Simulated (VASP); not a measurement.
**InGa26P27 (a cell with a defect): single point with PBE**

InGa26P27 (a cell with a defect):

```
CELL_PARAMETERS angstrom
0.00000 8.17575 8.17575
8.17575 0.00000 8.17575
8.17575 8.17575 0.00000
ATOMIC_POSITIONS crystal
In 0.00026 0.99997 0.99976
Ga 0.00013 0.00008 0.33531
Ga 0.00012 0.00004 0.66452
Ga 0.00012 0.33525 0.00013
Ga 0.99972 0.33343 0.33339
Ga 0.00020 0.33531 0.66437
Ga 0.00022 0.66447 0.99998
Ga 0.00032 0.66452 0.33516
Ga 0.00034 0.66648 0.66656
Ga 0.33533 0.99994 0.00012
Ga 0.33356 0.99963 0.33336
Ga 0.33552 0.99991 0.66439
Ga 0.33352 0.33334 0.99967
Ga 0.33357 0.33336 0.33336
Ga 0.33335 0.33317 0.66673
Ga 0.33540 0.66440 0.99999
Ga 0.33337 0.66676 0.33311
Ga 0.33339 0.66677 0.66669
Ga 0.66452 0.00006 0.00002
Ga 0.66468 0.00009 0.33516
Ga 0.66657 0.00022 0.66657
Ga 0.66466 0.33510 0.00004
Ga 0.66682 0.33319 0.33319
Ga 0.66686 0.33317 0.66669
Ga 0.66667 0.66649 0.00022
Ga 0.66687 0.66674 0.33309
Ga 0.66681 0.66649 0.66640
P 0.08810 0.08802 0.08805
P 0.08349 0.08339 0.41658
P 0.08826 0.08807 0.73559
P 0.08347 0.41658 0.08335
P 0.08350 0.41662 0.41649
P 0.08335 0.41644 0.75010
P 0.08822 0.73576 0.08794
P 0.08337 0.75008 0.41653
P 0.08337 0.75005 0.75000
P 0.41663 0.08332 0.08334
P 0.41677 0.08333 0.41649
P 0.41655 0.08318 0.75011
P 0.41674 0.41647 0.08335
P 0.41677 0.41669 0.41668
P 0.41679 0.41669 0.74982
P 0.41666 0.74998 0.08317
P 0.41684 0.74981 0.41664
P 0.41680 0.74997 0.74999
P 0.73607 0.08789 0.08791
P 0.75014 0.08321 0.41654
P 0.75015 0.08320 0.75003
P 0.75015 0.41646 0.08320
P 0.74991 0.41669 0.41665
P 0.75023 0.41646 0.75001
P 0.75022 0.75005 0.08313
P 0.75031 0.75007 0.41636
P 0.75009 0.74993 0.74994
```

- Program: VASP 6.6.1
- Task: single point
- Functional: PBE
- Potentials or basis: VASP PAW PBE potentials, release 64 (In_d, Ga_d, P)
- Cutoff: 400 eV
- k mesh: 1 × 1 × 1
- Occupations: gaussian, width 0.05 eV
- Spin: collinear spin
- Dipole correction: no
- Further INCAR settings: LREAL = Auto; ALGO = Normal; EDIFF = 1e-06; NBANDS = 280

```yaml
Pressure: 4.6 GPa
Largest_force: 0.032 eV/Å
Band_gap_on_the_k_mesh: 1.67 eV
Net_moment: 0.00 μB per cell
Valence_electrons_inside_the_program's_atomic_spheres: In 11.58; Ga 11.73, 11.72 (each value once); P 2.59, 2.58, 2.57 (each value once)
```

Forces on the atoms (eV/Å):
```
In   0.000  0.000 -0.002
Ga   0.009  0.012 -0.022
Ga  -0.014 -0.011 -0.018
Ga   0.006 -0.026  0.013
Ga   0.000  0.002  0.003
Ga   0.024 -0.008  0.011
Ga  -0.011 -0.023 -0.011
Ga   0.024  0.009 -0.015
Ga   0.010 -0.009 -0.010
Ga  -0.022  0.007  0.015
Ga   0.003  0.000 -0.001
Ga  -0.004  0.019  0.014
Ga   0.000 -0.004  0.001
Ga   0.004 -0.001 -0.002
Ga   0.003 -0.002  0.000
Ga  -0.012  0.015  0.025
Ga   0.003  0.004 -0.006
Ga  -0.006 -0.003 -0.007
Ga  -0.025 -0.007 -0.009
Ga   0.007  0.024 -0.014
Ga  -0.012  0.012 -0.011
Ga   0.012 -0.013  0.026
Ga   0.002 -0.001 -0.001
Ga   0.003 -0.002  0.000
Ga  -0.015 -0.012  0.012
Ga   0.003  0.005  0.001
Ga   0.010  0.013  0.012
P    0.000  0.003 -0.001
P   -0.002 -0.001  0.010
P   -0.002  0.003 -0.004
P    0.000  0.014  0.000
P   -0.015  0.000  0.001
P   -0.003  0.003 -0.002
P    0.000 -0.003  0.002
P   -0.006 -0.003  0.006
P    0.004  0.007  0.005
P    0.012  0.003  0.001
P   -0.002 -0.012  0.001
P    0.002 -0.003 -0.002
P   -0.001  0.000 -0.011
P   -0.003 -0.001  0.001
P    0.001  0.002  0.000
P    0.005 -0.003 -0.006
P    0.001 -0.002  0.003
P    0.006 -0.006 -0.007
P    0.003 -0.002 -0.002
P   -0.002 -0.005  0.006
P    0.006  0.003  0.003
P   -0.001  0.006 -0.005
P   -0.002  0.000  0.001
P   -0.004  0.002 -0.006
P    0.006  0.003  0.002
P   -0.003 -0.006  0.000
P    0.001  0.000 -0.001
```

Levels at points of the mesh, in eV from the valence-band top:
Spin up:
```
           k point  band 240  band 241  band 242  band 243  band 244  band 245  band 246  band 247
(0.00, 0.00, 0.00)     -0.80      0.00      0.00      0.00      1.67      1.67      1.67      1.67
```
Spin down:
| k point | band 241 | band 242 | band 243 | band 244 | band 245 | band 246 |
| --- | --- | --- | --- | --- | --- | --- |
| (0.00, 0.00, 0.00) | 0.00 | 0.00 | 0.00 | 1.67 | 1.67 | 1.67 |

Run time: 13 min on 1 thread of Intel(R) Xeon(R) 6975P-C (Granite Rapids), on a shared host, peak memory 1.4 GiB.

Caveat: the k points lie up to 0.67 Å⁻¹ apart; spin-orbit coupling is left out, which moves the levels of the heavy elements.
